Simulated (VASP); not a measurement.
## SiC: relaxation of cell and atoms with r2SCAN+rVV10

Crystal: SiC.

```
CELL_PARAMETERS angstrom
3.07569 0.00000 0.00000
-1.53785 2.66363 0.00000
0.00000 0.00000 10.07065
ATOMIC_POSITIONS crystal
Si 0.00000 0.00000 0.18789
Si 0.00000 0.00000 0.68789
Si 0.33333 0.66667 0.43784
Si 0.66667 0.33333 0.93784
C 0.00000 0.00000 0.00046
C 0.00000 0.00000 0.50046
C 0.33333 0.66667 0.24980
C 0.66667 0.33333 0.74980
```

```yaml
Program: VASP 6.6.1
Task: relaxation of cell and atoms
Functional: r2SCAN
Dispersion: rVV10
Potentials_or_basis: VASP PAW PBE potentials, release 64 (Si, C)
Cutoff: 600 eV
k_mesh: 10 × 10 × 3
Occupations: fermi-dirac, width 0.05 eV
Spin: no spin polarisation
Dipole_correction: no
Further_INCAR_settings: ALGO = Normal; EDIFF = 1e-06; IBRION = 2; EDIFFG = -0.01; NSW = 60; ISIF = 3
```

```yaml
Relaxed_volume: 10.29 Å³/atom
Relaxed_cell: a = 3.073 Å, b = 3.073 Å, c = 10.063 Å, α = 90.00°, β = 90.00°, γ = 120.00°
Space_group_after_relaxing_to_0.05_Å: P6_3mc (No. 186)
Energy_gained_by_relaxing: 0.0 meV/atom
Ionic_steps: 3
Pressure_after_relaxing: 0.0 GPa
Band_gap_on_the_k_mesh: 2.58 eV, indirect (least direct gap 3.76 eV)
```

Step by step:
```tsv
step	energy change (eV)	largest force (eV/Å)	pressure (GPa)	volume (Å³)
1	0.0000	0.0038	-0.53	82.50
2	0.0001	0.0032	0.60	82.10
3	-0.0003	0.0009	0.00	82.31
```

Final structure:
```
Si C
1.0
     3.07332    0.00000    0.00000
    -1.53666    2.66157    0.00000
     0.00000    0.00000   10.06302
Si C
4 4
Direct
  0.00000 0.00000 0.18789
  0.00000 0.00000 0.68789
  0.33333 0.66667 0.43784
  0.66667 0.33333 0.93784
  0.00000 0.00000 0.00047
  0.00000 0.00000 0.50047
  0.33333 0.66667 0.24980
  0.66667 0.33333 0.74980
```

Levels at points of the mesh, in eV from the valence-band top:
```tsv
k point	band 12	band 13	band 14	band 15	band 16	band 17	band 18	band 19	band 20	band 21
(0.00, 0.00, 0.00)	-0.61	-0.61	-0.05	0.00	0.00	5.69	6.28	6.92	6.93	7.53
(0.50, 0.00, 0.00)	-2.51	-2.48	-2.34	-1.65	-1.18	2.58	2.74	4.71	5.27	5.83
```

Wall time 7.3 min on 1 thread of Intel(R) Xeon(R) 6975P-C (Granite Rapids), with other jobs on the host, peak memory 0.5 GiB.

Caveat: the PAW data sets were made with another functional, which shifts forces and pressure a little. r2SCAN opens gaps a little over a GGA but as a rule still falls short of measured ones.
